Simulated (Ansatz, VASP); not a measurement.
**CdS in VASP and in Ansatz**

```
Cd S
1.0
     4.03277    0.00000    0.00000
    -2.01639    3.49248    0.00000
     0.00000    0.00000    6.70243
Cd S
2 2
Direct
  0.33333 0.66667 0.00183
  0.66667 0.33333 0.50183
  0.33333 0.66667 0.37317
  0.66667 0.33333 0.87317
```

Change from the starting cell: film at in-plane strain -0.01.

Alike in both runs: task single point; functional LDA; k mesh 6 × 6 × 4; no spin polarisation.

|  | VASP | Ansatz |
| --- | --- | --- |
| version | VASP 6.6.1 | Ansatz 0.2.0 |
| potentials or method | VASP PAW LDA potentials, release 64 (Cd, S), cutoff 520 eV | all-electron LAPW, scalar-relativistic |
| occupations | gaussian, width 0.01 eV | fixed |

|  | VASP | Ansatz | Ansatz less VASP |
| --- | --- | --- | --- |
| gap on the k mesh at the Fermi level (eV) | 1.03 | 1.00 | -0.031 |
| pressure (GPa) | 1.3 | 0.7 | -0.53 |
| traceless stress, the component that is largest in VASP (GPa) | -0.71 | -0.70 | +0.001 |

LDA's correlation is that of Perdew and Zunger in VASP and of Perdew and Wang (1992) in Ansatz. Ansatz ran all-electron here, and VASP with PAW potentials.
